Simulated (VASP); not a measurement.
Wanted: the native input for a VASP 6.6.1 run.

- Task: relaxation of cell and atoms
- Functional: PBE
- Potentials or basis: VASP PAW PBE potentials, release 64 (Rb_sv, Pd_sv_GW, N)
- Cutoff: 700 eV
- k mesh: 2 × 3 × 3
- Occupations: gaussian, width 0.15 eV
- Spin: no spin polarisation
- Dipole correction: no
- Further INCAR settings: ALGO = Normal; EDIFF = 1e-07; IBRION = 2; EDIFFG = -0.08; NSW = 36; ISIF = 3

The structure of RbPd4N3 lies in POSCAR:

```
RbPd4N3
1.0
    7.9099377500      0.0000000000      0.0000000000
    0.0000000000      3.5577522600      2.6353271300
    0.0000000000     -3.5577522600      2.6353271300
Rb Pd N
1 4 3
Direct
    0.5000000000      0.5250711400      0.5250711400
    0.8589017000      0.3585314500      0.8924813600
    0.1410983000      0.8924813600      0.3585314500
    0.8589017000      0.8924813600      0.3585314500
    0.1410983000      0.3585314500      0.8924813600
    0.7209820400      0.2348506800      0.2348506800
    0.2790179600      0.2348506800      0.2348506800
    0.0000000000      0.6949001400      0.6949001400
```

The cell was generated, and may not be a known phase.

These files were run (other wordings do the same):

INCAR

```
ALGO = Normal ; EDIFF = 1E-7
EDIFFG = -0.08 ; ENCUT = 700
GGA = PE ; GGA_COMPAT = False
IBRION = 2 ; ISIF = 3
ISMEAR = 0 ; LASPH = True
LCHARG = False ; LREAL = False
LWAVE = False ; NELM = 120
NELMIN = 4 ; NSW = 36
PREC = Accurate ; SIGMA = 0.15
```

KPOINTS

```
k-points
0
Gamma
  2 3 3
```

Potentials or basis: VASP PAW PBE potentials, release 64 (Rb_sv, Pd_sv_GW, N).

Launch:

```sh
$ cat potpaw_PBE.64/Rb_sv/POTCAR potpaw_PBE.64/Pd_sv_GW/POTCAR potpaw_PBE.64/N/POTCAR > POTCAR
$ mpirun -np 1 vasp_std > vasp.out
```

It gave:

```json
{
  "Relaxed volume": "18.30 Å³/atom",
  "Relaxed cell": "a = 9.166 Å, b = 3.997 Å, c = 3.997 Å, α = 90.84°, β = 90.00°, γ = 90.00°",
  "Space group after relaxing (to 0.1 Å)": "Amm2 (No. 38)",
  "Energy gained by relaxing": "698.9 meV/atom",
  "Ionic steps": "28",
  "Pressure after relaxing": "0.1 GPa",
  "Largest force after relaxing": "0.046 eV/Å",
  "Band gap on the k mesh": "0.25 eV (least direct gap 0.29 eV)"
}
```

Caveat: the k points lie up to 0.52 Å⁻¹ apart in the final cell; a cell axis changed by over 15 % at a fixed basis, so the end point is rough; the relaxation stopped at a loose force limit of 0.08 eV/Å, so its end isn't a converged minimum.

Run time: 42 min on 1 thread of Intel(R) Xeon(R) Platinum 8559C (Emerald Rapids), on a shared host, peak memory 0.4 GiB.
